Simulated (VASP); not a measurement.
# BN (P6_3mc) in VASP: notebook, part 2 of 2

VASP 6.6.1. Earlier steps stand in the parts before.

### Step 4. Single point, PBE (strain -2.0%)

INCAR

```
SYSTEM = BN
ALGO = Normal
EDIFF = 1E-6
ENCUT = 520
GGA = PE
ISIF = 2
ISMEAR = 0
LASPH = .TRUE.
LCHARG = .FALSE.
LREAL = .FALSE.
LWAVE = .FALSE.
NBANDS = 16
NELM = 100
PREC = Accurate
SIGMA = 0.01
```

KPOINTS

```
k-points
0
G
  6 6 4
  0 0 0
```

POSCAR

```
BN
1.0
    2.4930709996      0.0000000000      0.0000000000
   -1.2465354998      2.1590628191      0.0000000000
    0.0000000000      0.0000000000      4.1236590347
B N
2 2
Direct
    0.3333333333      0.6666666667      0.0004218835
    0.6666666667      0.3333333333      0.5004218835
    0.3333333333      0.6666666667      0.3745781165
    0.6666666667      0.3333333333      0.8745781165
```

Potentials or basis: VASP PAW PBE potentials, release 64 (B, N).

Command:

```bash
cat potpaw_PBE.64/B/POTCAR potpaw_PBE.64/N/POTCAR > POTCAR
mpirun -np 1 vasp_std > vasp.out
```

OUTCAR:

```text
SYSTEM = BN
   EDIFF = 1E-6
   ENCUT = 520
   GGA = PE
   ISIF = 2
   ISMEAR = 0
   LASPH = .TRUE.
   LREAL = .FALSE.
   NELM = 100
   PREC = Accurate

 ion  position               nearest neighbor table
   1  0.333  0.667  0.000-   4 1.53   4 1.53   4 1.53   3 1.54
   2  0.667  0.333  0.500-   3 1.53   3 1.53   3 1.53   4 1.54
   3  0.333  0.667  0.375-   2 1.53   2 1.53   2 1.53   1 1.54
   4  0.667  0.333  0.875-   1 1.53   1 1.53   1 1.53   2 1.54

  LATTYP: Found a hexagonal cell.
 ALAT       =     2.4930709996
 C/A-ratio  =     1.6540479735

  Lattice vectors:

 A1 = (   2.4930709996,   0.0000000000,   0.0000000000)
 A2 = (  -1.2465354998,   2.1590628191,   0.0000000000)
 A3 = (   0.0000000000,   0.0000000000,   4.1236590347)

Analysis of symmetry for initial positions (statically):
=====================================================================
 Subroutine PRICEL returns:
 Original cell was already a primitive cell.

 Routine SETGRP: Setting up the symmetry group for a
 hexagonal supercell.

 Subroutine GETGRP returns: Found 12 space group operations
 (whereof  6 operations were pure point group operations)
 out of a pool of 24 trial point group operations.

The static configuration has the point symmetry C_3v.
 The point group associated with its full space group is C_6v.

Analysis of symmetry for dynamics (positions and initial velocities):
=====================================================================
 Subroutine PRICEL returns:
 Original cell was already a primitive cell.

 Routine SETGRP: Setting up the symmetry group for a
 hexagonal supercell.

 Subroutine GETGRP returns: Found 12 space group operations
 (whereof  6 operations were pure point group operations)
 out of a pool of 24 trial point group operations.

The dynamic configuration has the point symmetry C_3v.
 The point group associated with its full space group is C_6v.

 Subroutine INISYM returns: Found 12 space group operations
 (whereof  6 operations are pure point group operations),
 and found     1 'primitive' translations

----------------------------------------------------------------------------------------

                                     Primitive cell

  volume of cell :      22.1964

  direct lattice vectors                    reciprocal lattice vectors
     2.493071000  0.000000000  0.000000000     0.401111721  0.231581960  0.000000000
    -1.246535500  2.159062819  0.000000000     0.000000000  0.463163921  0.000000000
     0.000000000  0.000000000  4.123659035     0.000000000  0.000000000  0.242503076

  length of vectors
     2.493071000  2.493071000  4.123659035     0.463163921  0.463163921  0.242503076

  position of ions in fractional coordinates (direct lattice)
     0.333333333  0.666666667  0.000421884
     0.666666667  0.333333333  0.500421884
     0.333333333  0.666666667  0.374578116
     0.666666667  0.333333333  0.874578116

  ion indices of the primitive-cell ions
   primitive index   ion index
                 1           1
                 2           2
                 3           3
                 4           4

[... 20 lines left out ...]

 Subroutine IBZKPT returns following result:
 ===========================================

 Found     21 irreducible k-points:

 Following reciprocal coordinates:
            Coordinates               Weight
  0.000000  0.000000  0.000000      1.000000
  0.166667  0.000000  0.000000      6.000000
  0.333333  0.000000  0.000000      6.000000
  0.500000  0.000000  0.000000      3.000000
  0.166667  0.166667  0.000000      6.000000
  0.333333  0.166667  0.000000     12.000000
[... 13 lines left out ...]
  0.333333  0.166667  0.500000     12.000000
  0.333333  0.333333  0.500000      2.000000
   k-points           NKPTS =     21   k-points in BZ     NKDIM =     21   number of bands    NBANDS=     16
   number of dos      NEDOS =    301   number of ions     NIONS =      4
   total plane-waves  NPLWV =  12800
   dimension x,y,z NGX =    20 NGY =   20 NGZ =   32
   dimension x,y,z NGXF=    40 NGYF=   40 NGZF=   64
   ions per type =               2   2
   NGX,Y,Z   is equivalent  to a cutoff of  13.34, 13.34, 12.90 a.u.
   NGXF,Y,Z  is equivalent  to a cutoff of  26.67, 26.67, 25.80 a.u.
 SYSTEM =  BN
   PREC   = accura    normal or accurate (medium, high low for compatibility)
   ISTART =      0    job   : 0-new  1-cont  2-samecut
   ICHARG =      2    charge: 1-file 2-atom 10-const
   ISPIN  =      1    spin polarized calculation?
   LNONCOLLINEAR =      F non collinear calculations
   LSORBIT =      F    spin-orbit coupling
   LASPH  =      T    aspherical Exc in radial PAW
   ENCUT  =  520.0 eV  38.22 Ry    6.18 a.u.   4.64  4.64  7.67*2*pi/ulx,y,z
   NELM   =    100;   NELMIN=  2; NELMDL= -5     # of ELM steps
   EDIFF  = 0.1E-05   stopping-criterion for ELM
   LREAL  =      F    real-space projection
   EDIFFG = 0.1E-04   stopping-criterion for IOM
   NSW    =      0    number of steps for IOM
   IBRION =     -1    ionic relax: 0-MD 1-quasi-New 2-CG
   NFREE  =      0    steps in history (QN), initial steepest desc. (CG)
   ISIF   =      2    stress and relaxation
   ISYM   =      2    0-nonsym 1-usesym 2-fastsym
   POTIM  = 0.5000    time-step for ionic-motion
   TEBEG  =    0.0;   TEEND  =   0.0 temperature during run
   PSTRESS=    0.0 pullay stress
   NELECT =      16.0000    total number of electrons
   NUPDOWN=      -1.0000    fix difference up-down
   EMIN   =  10.00;   EMAX   =-10.00  energy-range for DOS
   EFERMI =   0.00;   METHOD = LEGACY
   ISMEAR =     0;   SIGMA  =   0.01  broadening in eV -4-tet -1-fermi 0-gaus
   EFERMI_NEDOS =   21; number of points for ismear=-14 and -15
   IALGO  =     38    algorithm
   IMIX   =      4    mixing-type and parameters
     AMIX     =   0.40;   BMIX     =  1.00
     AMIX_MAG =   1.60;   BMIX_MAG =  1.00
  volume/ion in A,a.u.               =       5.55        37.45
  Fermi-wavevector in a.u.,A,eV,Ry     =   1.467869  2.773870 29.315645  2.154639
  Thomas-Fermi vector in A             =   2.583435
   LORBIT       =      0    0 simple, 1 ext, 2 COOP (PROOUT), +10 PAW based schemes
   GGA     = PE    functional components
   LHFCALC =     F    Hartree Fock is set to
   AEXX    =    0.0000 exact exchange contribution
   IVDW    =     0    specifies the selected vdW correction
   LEPSILON=     F    determine dielectric tensor
   LRPA    =     F    only Hartree local field effects (RPA)
 non-spin polarized calculation
 Gauss-broadening in eV      SIGMA  =   0.01
  energy-cutoff  :      520.00
  volume of cell :       22.20
 maximum number of plane-waves:       609
 NGX is ok and might be reduce to    20
   NGX =  9   NGY =  9   NGZ = 15

 number of electron      15.9999998 magnetization

 Free energy of the ion-electron system (eV)
  ---------------------------------------------------
  ext. energy  EPLUGINS =         0.00000000
  ---------------------------------------------------
  free energy    TOTEN  =       -34.66871080 eV

  energy without entropy =      -34.66871080  energy(sigma->0) =      -34.66871080

 E-fermi :   8.4234     XC(G=0): -13.1233

 val. band max:        8.3739451680   @ k =   0.0000   0.0000   0.0000
 cond. band min:      13.4275247701   @ k =   0.3333   0.3333   0.0000
 fundamental gap:      5.0535796021
 Fermi energy:         8.4233863487

 k-point     1 :       0.0000    0.0000    0.0000
  band No.  band energies     occupation
      1     -12.7856      2.00000
      2      -8.3326      2.00000
      3      -3.1710      2.00000
      4       6.1055      2.00000
      5       6.1055      2.00000
      6       8.0538      2.00000
[... 376 lines left out ...]
      3      -0.8756      2.00000
      4      -0.8756      2.00000
      5       0.0959      2.00000
      6       0.0959      2.00000
[... 8 lines left out ...]
     15      26.0697      0.00000
     16      26.0697      0.00000

------------------------ aborting loop because EDIFF is reached ----------------------------------------

  FORCE on cell =-STRESS in cart. coord.  units (eV):
  Direction    XX          YY          ZZ          XY          YZ          ZX
  --------------------------------------------------------------------------------------
  -------------------------------------------------------------------------------------
  Total        4.3462791      4.3462791      4.3783109      0.0000000      0.0000000      0.0000000
  in kB      313.7223946    313.7223946    316.0345076      0.0000000      0.0000000      0.0000000
  external PRESSURE =     314.4930989 kB  Pullay stress =       0.0000000 kB

 VOLUME and BASIS-vectors are now :
 -----------------------------------------------------------------------------
  energy-cutoff  :      520.00
  volume of cell :       22.20
      direct lattice vectors                 reciprocal lattice vectors
     2.493071000  0.000000000  0.000000000     0.401111721  0.231581960  0.000000000
    -1.246535500  2.159062819  0.000000000     0.000000000  0.463163921  0.000000000
     0.000000000  0.000000000  4.123659035     0.000000000  0.000000000  0.242503076

 POSITION                                       TOTAL-FORCE (eV/Angst)
 -----------------------------------------------------------------------------------
     -0.00000      1.43938      0.00174        -0.000000     -0.000000      0.003864
      1.24654      0.71969      2.06357         0.000000      0.000000      0.003864
     -0.00000      1.43938      1.54463         0.000000      0.000000     -0.003864
      1.24654      0.71969      3.60646        -0.000000      0.000000     -0.003864
 -----------------------------------------------------------------------------------
    total drift:                                0.000000      0.000000     -0.000431

  FREE ENERGIE OF THE ION-ELECTRON SYSTEM (eV)
  ---------------------------------------------------
  free  energy   TOTEN  =       -34.6687107972 eV

  energy  without entropy=      -34.6687107972  energy(sigma->0) =      -34.66871080
```

Run time: 12 s. Hardware: 1 thread of Intel Xeon 8259CL, shared host; peak memory 0.13 GiB.

What came out:

| Property | Result |
| --- | --- |
| Free energy | -34.6687 eV |
| Pressure | 31.4 GPa |
| Largest force | 0.004 eV/Å |
| Band gap on the k mesh | 5.05 eV, indirect (least direct gap 8.62 eV) |

Forces in eV/Å, atoms in the order of the input:
```
B    0.000  0.000  0.004
B    0.000  0.000  0.004
N    0.000  0.000 -0.004
N    0.000  0.000 -0.004
```

Caveat: the k points lie up to 0.49 Å⁻¹ apart; the cell differs from its parent crystal (strain -2.0%). A k mesh can miss the band edges.

### Step 5. Single point, PBE

This run uses another cell than the first one, of 5.90 Å³/atom, 1.130 times its volume.

INCAR, as its differences from that of step 4:

```diff
@@ -8,4 +8,6 @@
 LASPH = .TRUE.
-LCHARG = .FALSE.
+LCHARG = .TRUE.
+LELF = .TRUE.
 LREAL = .FALSE.
+LVHAR = .TRUE.
 LWAVE = .FALSE.
```

KPOINTS is that of step 4.

POSCAR

```
BN
1.0
    2.5439499996      0.0000000000      0.0000000000
   -1.2719749998      2.2031253256      0.0000000000
    0.0000000000      0.0000000000      4.2078153415
B N
2 2
Direct
    0.3333333333      0.6666666667      0.0002034650
    0.6666666667      0.3333333333      0.5002034650
    0.3333333333      0.6666666667      0.3747965350
    0.6666666667      0.3333333333      0.8747965350
```

Command:

```bash
cat potpaw_PBE.64/B/POTCAR potpaw_PBE.64/N/POTCAR > POTCAR
mpirun -np 1 vasp_std > vasp.out
```

It took 14 s on 1 thread of Intel Xeon 8259CL, shared host; peak memory 0.13 GiB.

The run converged. Its results:

| Item | Value |
| --- | --- |
| Free energy | -34.8233 eV |
| Pressure | 5.0 GPa |
| Largest force | 0.004 eV/Å |
| Band gap on the k mesh | 5.19 eV, indirect (least direct gap 8.32 eV) |

Forces in eV/Å, atoms in the order of the input:
```
B    0.000  0.000  0.004
B    0.000  0.000  0.004
N    0.000  0.000 -0.004
N    0.000  0.000 -0.004
```

Stress tensor (GPa, compression positive):
```
5.05 0.00 0.00
0.00 5.05 0.00
0.00 0.00 4.77
```

Levels at points of the mesh, in eV from the valence-band top:
```
           k point  band 6  band 7  band 8  band 9  band 10  band 11
(0.00, 0.00, 0.00)   -0.27    0.00    0.00    8.38     8.38     8.62
(0.50, 0.00, 0.00)   -5.00   -4.42   -2.12    6.72     7.98    10.62
(0.00, 0.00, 0.50)   -1.18   -1.18   -1.18    9.52     9.52     9.94
(0.50, 0.00, 0.50)   -3.78   -3.58   -3.58    6.60     6.60    10.06
```

Caveat: the k points lie up to 0.48 Å⁻¹ apart. A hybrid or GW would open this gap; PBE tends to underestimate it.

### Step 6. Single point, PBE (strain -1.0%)

INCAR

```
SYSTEM = BN
PREC = Accurate
ENCUT = 520
EDIFF = 1E-7
ISMEAR = 0
SIGMA = 0.01
LREAL = .FALSE.
LASPH = .TRUE.
NELM = 100
ALGO = Normal
ISIF = 2
LWAVE = .FALSE.
LCHARG = .TRUE.
GGA = PE
LELF = .TRUE.
LVHAR = .TRUE.
NBANDS = 16
```

KPOINTS

```
regular mesh
0
G
  6 6 4
  0 0 0
```

POSCAR

```
BN
1.0
    2.5185104996      0.0000000000      0.0000000000
   -1.2592552498      2.1810940723      0.0000000000
    0.0000000000      0.0000000000      4.1657371881
B N
2 2
Direct
    0.3333333333      0.6666666667      0.0003142956
    0.6666666667      0.3333333333      0.5003142956
    0.3333333333      0.6666666667      0.3746857044
    0.6666666667      0.3333333333      0.8746857044
```

Potentials or basis: VASP PAW PBE potentials, release 64 (B, N).

Command:

```bash
cat potpaw_PBE.64/B/POTCAR potpaw_PBE.64/N/POTCAR > POTCAR
mpirun -np 1 vasp_std > vasp.out
```

Wall time 15 s (1 thread of Intel Xeon 8259CL, shared host); peak memory 0.13 GiB.

Results (log left out):

```
Free energy            : -34.7738 eV
Pressure               : 17.4 GPa
Largest force          : 0.004 eV/Å
Band gap on the k mesh : 5.12 eV, indirect (least direct gap 8.47 eV)
```

Forces on the atoms (eV/Å):
```
B    0.000  0.000  0.004
B    0.000  0.000  0.004
N    0.000  0.000 -0.004
N    0.000  0.000 -0.004
```

Stress tensor (GPa, compression positive):
```
17.46  0.00  0.00
 0.00 17.46  0.00
 0.00  0.00 17.38
```

Levels at points of the mesh, in eV from the valence-band top:
```tsv
k point	band 4	band 5	band 6	band 7	band 8	band 9	band 10	band 11	band 12	band 13
(0.00, 0.00, 0.00)	-2.20	-2.20	-0.29	0.00	0.00	8.50	8.50	8.79	9.93	11.28
(0.50, 0.00, 0.00)	-7.99	-7.11	-5.15	-4.59	-2.18	6.83	8.06	10.77	11.79	13.30
(0.00, 0.00, 0.50)	-5.86	-1.22	-1.22	-1.22	-1.22	9.79	9.79	10.10	10.10	10.10
(0.50, 0.00, 0.50)	-10.29	-3.90	-3.90	-3.69	-3.69	6.71	6.71	10.26	10.26	14.60
```

Caveat: the k points lie up to 0.48 Å⁻¹ apart; the cell differs from its parent crystal (strain -1.0%). A k mesh can miss the band edges.

### Step 7. Summary

| cell | gap on the mesh (eV) | pressure (GPa) |
| --- | --- | --- |
| a = 2.442, b = 2.442, c = 4.040 Å, angles 90.0, 90.0, 120.0°, 4 atoms | 4.90 | 64.8 |
| a = 2.468, b = 2.468, c = 4.082 Å, angles 90.0, 90.0, 120.0°, 4 atoms | 4.98 | 47.2 |
| a = 2.493, b = 2.493, c = 4.124 Å, angles 90.0, 90.0, 120.0°, 4 atoms | 5.05 | 31.4 |
| a = 2.544, b = 2.544, c = 4.208 Å, angles 90.0, 90.0, 120.0°, 4 atoms | 5.19 | 5.0 |
| a = 2.519, b = 2.519, c = 4.166 Å, angles 90.0, 90.0, 120.0°, 4 atoms | 5.12 | 17.4 |

Alike in all rows: task single point; level PBE; potentials or basis VASP PAW PBE potentials, release 64 (B, N); no spin polarisation; k mesh 6 × 6 × 4; cutoff (eV) 520; smearing gaussian 0.01 eV.

Caveats: all runs use coarse meshes.

Absolute energies hang on the potentials; compare differences alone.
